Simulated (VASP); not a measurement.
Crystal: Ir.

```
CELL_PARAMETERS angstrom
0.00000 1.91500 1.91500
1.91500 0.00000 1.91500
1.91500 1.91500 0.00000
ATOMIC_POSITIONS crystal
Ir 0.00000 0.00000 0.00000
```

| Property | Result |
| --- | --- |
| Program | VASP 6.6.1 |
| Task | relaxation of cell and atoms |
| Functional | PBE |
| Potentials or basis | VASP PAW PBE potentials, release 64 (Ir) |
| Cutoff | 500 eV |
| k mesh | 21 × 21 × 21 |
| Occupations | fermi-dirac, width 0.05 eV |
| Spin | no spin polarisation |

At the start: pressure 12.6 GPa; volume 14.05 Å³/atom.

Problem. Where does the relaxation end?

Solution. Over 4 steps the energy falls by 18.0 meV/atom and the volume is 14.52 Å³/atom (+3.4 %); space group Fm-3m (No. 225, to 0.1 Å) before and after.

Step by step:
```csv
step,energy change (eV),largest force (eV/Å),pressure (GPa),volume (Å³)
1,0.0000,0.0000,12.62,14.05
2,0.1920,0.0000,-31.13,16.42
3,-0.0179,0.0000,-0.65,14.55
4,-0.0180,0.0000,-0.04,14.52
```

Final structure:
```xyz
1
Lattice="0.0000 1.9363 1.9363 1.9363 0.0000 1.9363 1.9363 1.9363 0.0000" Properties=species:S:1:pos:R:3 pbc="T T T"
Ir    0.0000    0.0000    0.0000
```
